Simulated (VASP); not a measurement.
# CuP (Pm-3m) in VASP: a series of runs, part 2 of 2

VASP 6.6.1. The steps go on from the part before.

**4. Relaxation of cell and atoms, PBE**

This run uses another cell than the first one, of 15.41 Å³/atom, 1.118 times its volume.

The input, INCAR:

```
SYSTEM = CuP
ALGO = Normal
EDIFF = 1E-6
EDIFFG = -0.04
ENCUT = 600
GGA = PE
IBRION = 2
ISIF = 3
ISMEAR = 0
LASPH = .TRUE.
LCHARG = .FALSE.
LREAL = .FALSE.
LWAVE = .FALSE.
NELM = 100
NSW = 90
PREC = Accurate
SIGMA = 0.1
```

The input, KPOINTS:

```
k-points
0
G
  6 6 6
  0 0 0
```

The input, POSCAR:

```
CuP
1.0
    3.1351483195      0.0000000000      0.0000000000
    0.0000000000      3.1351483195      0.0000000000
    0.0000000000      0.0000000000      3.1351483195
Cu P
1 1
Direct
    0.0000000000      0.0000000000      0.0000000000
    0.5000000000      0.5000000000      0.5000000000
```

Potentials or basis: VASP PAW PBE potentials, release 64 (Cu, P).

Started as:

```bash
$ cat potpaw_PBE.64/Cu/POTCAR potpaw_PBE.64/P/POTCAR > POTCAR
$ mpirun -np 1 vasp_std > vasp.out
```

OUTCAR:

```text
SYSTEM = CuP
   EDIFF = 1E-6
   EDIFFG = -0.04
   ENCUT = 600
   GGA = PE
   IBRION = 2
   ISIF = 3
   ISMEAR = 0
   LASPH = .TRUE.
   LREAL = .FALSE.
   NELM = 100
   NSW = 90
   PREC = Accurate

 ion  position               nearest neighbor table
   1  0.000  0.000  0.000-   2 2.72   2 2.72   2 2.72   2 2.72   2 2.72   2 2.72   2 2.72   2 2.72

   2  0.500  0.500  0.500-   1 2.72   1 2.72   1 2.72   1 2.72   1 2.72   1 2.72   1 2.72   1 2.72

  LATTYP: Found a simple cubic cell.
 ALAT       =     3.1351483195

  Lattice vectors:

 A1 = (   3.1351483195,   0.0000000000,   0.0000000000)
 A2 = (   0.0000000000,   3.1351483195,   0.0000000000)
 A3 = (   0.0000000000,   0.0000000000,   3.1351483195)

Analysis of symmetry for initial positions (statically):
=====================================================================
 Subroutine PRICEL returns:
 Original cell was already a primitive cell.

 Routine SETGRP: Setting up the symmetry group for a
 simple cubic supercell.

 Subroutine GETGRP returns: Found 48 space group operations
[... 151 lines left out ...]

--------------------------------------- Ionic step        1  -------------------------------------------

 number of electron      15.9999985 magnetization

 Free energy of the ion-electron system (eV)
  ---------------------------------------------------
  ext. energy  EPLUGINS =         0.00000000
  ---------------------------------------------------
  free energy    TOTEN  =        -8.21404516 eV

  energy without entropy =       -8.20892220  energy(sigma->0) =       -8.21148368

------------------------ aborting loop because EDIFF is reached ----------------------------------------

  FORCE on cell =-STRESS in cart. coord.  units (eV):
  Direction    XX          YY          ZZ          XY          YZ          ZX
  --------------------------------------------------------------------------------------
  -------------------------------------------------------------------------------------
  Total       -1.8580280     -1.8580280     -1.8580280     -0.0000000     -0.0000000      0.0000000
  in kB      -96.6025413    -96.6025413    -96.6025413     -0.0000000     -0.0000000      0.0000000
  external PRESSURE =     -96.6025413 kB  Pullay stress =       0.0000000 kB
[... 59 lines left out ...]
--------------------------------------- Ionic step        3  -------------------------------------------

 number of electron      16.0000001 magnetization

 Free energy of the ion-electron system (eV)
  ---------------------------------------------------
  ext. energy  EPLUGINS =         0.00000000
  ---------------------------------------------------
  free energy    TOTEN  =        -8.32134622 eV

  energy without entropy =       -8.31495845  energy(sigma->0) =       -8.31815233

 E-fermi :   8.6338     XC(G=0): -11.7897

 val. band max:        8.5775483812   @ k =   0.5000   0.1667   0.1667
 cond. band min:       8.6588036375   @ k =   0.5000   0.3333   0.3333
 fundamental gap:      0.0812552563
 Fermi energy:         8.6338109579

 k-point     1 :       0.0000    0.0000    0.0000
  band No.  band energies     occupation
      1      -5.5497      2.00000
      2       4.4606      2.00000
      3       4.4606      2.00000
      4       5.4541      2.00000
      5       5.4541      2.00000
      6       5.4541      2.00000
      7       8.6748      0.56211
      8       8.6748      0.56211
      9       8.6748      0.56211
     10      12.4547      0.00000
     11      14.6634      0.00000
     12      14.6634      0.00000
[... 312 lines left out ...]
  FREE ENERGIE OF THE ION-ELECTRON SYSTEM (eV)
  ---------------------------------------------------
  free  energy   TOTEN  =        -8.3213462219 eV

  energy  without entropy=       -8.3149584480  energy(sigma->0) =       -8.31815233

 reached required accuracy - stopping structural energy minimisation
```

OSZICAR:

```text
N       E                     dE             d eps       ncg     rms          rms(c)
DAV:   1     0.819402118412E+02    0.81940E+02   -0.83559E+03   480   0.193E+03
DAV:   2    -0.447196742597E+01   -0.86412E+02   -0.80191E+02   480   0.290E+02
DAV:   3    -0.961248377944E+01   -0.51405E+01   -0.45962E+01   636   0.769E+01
[... 37 lines left out ...]
DAV:   4    -0.832170691311E+01    0.11033E-01   -0.33668E-02   652   0.545E+00    0.103E-01
DAV:   5    -0.832153116391E+01    0.17575E-03   -0.22035E-03   644   0.123E+00    0.120E-01
DAV:   6    -0.832134503759E+01    0.18613E-03   -0.17448E-04   736   0.539E-01    0.206E-02
DAV:   7    -0.832134568218E+01   -0.64459E-06   -0.23600E-05   684   0.107E-01    0.804E-03
DAV:   8    -0.832134622188E+01   -0.53970E-06   -0.14973E-06   328   0.188E-02
   3 F= -.83213462E+01 E0= -.83181523E+01  d E =-.107301E+00
```

CONTCAR:

```text
CuP
   1.00000000000000
     3.0229482132052312    0.0000000000000000    0.0000000000000000
    -0.0000000000000000    3.0229482132052312   -0.0000000000000000
     0.0000000000000000   -0.0000000000000000    3.0229482132052312
  Cu              P
     1     1
Direct
     0.0000000000000000    0.0000000000000000    0.0000000000000000
     0.5000000000000000    0.5000000000000000    0.5000000000000000

  0.00000000E+00  0.00000000E+00  0.00000000E+00
  0.00000000E+00  0.00000000E+00  0.00000000E+00
```

Run time: 15 s. Hardware: 1 thread of Intel Xeon 6975P-C (Granite Rapids), shared host; peak memory 0.16 GiB.

What came out:

```yaml
Free_energy: -8.3213 eV
Relaxed_volume: 13.81 Å³/atom
Relaxed_cell: a = 3.023 Å, b = 3.023 Å, c = 3.023 Å, α = 90.00°, β = 90.00°, γ = 90.00°
Space_group_after_relaxing_to_0.05_Å: Pm-3m (No. 221)
Energy_gained_by_relaxing: 53.7 meV/atom
Ionic_steps: 3
Pressure_after_relaxing: 0.2 GPa
Band_gap_on_the_k_mesh: zero (band 8 reaches 11.33 eV, above the bottom of band 9 at 7.51 eV)
```

The path:
```tsv
step	energy change (eV)	largest force (eV/Å)	pressure (GPa)	volume (Å³)
1	0.0000	0.0000	-9.66	30.82
2	-0.0989	0.0000	3.54	26.86
3	-0.1073	0.0000	0.19	27.62
```

Final structure:
```xyz
2
Lattice="3.0229 0.0000 0.0000 0.0000 3.0229 0.0000 0.0000 0.0000 3.0229" Properties=species:S:1:pos:R:3 pbc="T T T"
Cu    0.0000    0.0000    0.0000
P     1.5115    1.5115    1.5115
```

**5. The runs side by side**

```tsv
task	cell	cutoff (eV)	gap on the mesh (eV)	pressure (GPa)
single point	a = 3.021 Å, 2 atoms	520	none	0.6
single point	a = 3.135 Å, 2 atoms	520	none	-9.8
relaxation of cell and atoms	relaxed from a = 3.135 Å, 2 atoms	600	none	0.2
```

Alike in all rows: level PBE; potentials or basis VASP PAW PBE potentials, release 64 (Cu, P); no spin polarisation; k mesh 6 × 6 × 6; smearing gaussian 0.1 eV.

Absolute energies hang on the potentials; compare differences alone.
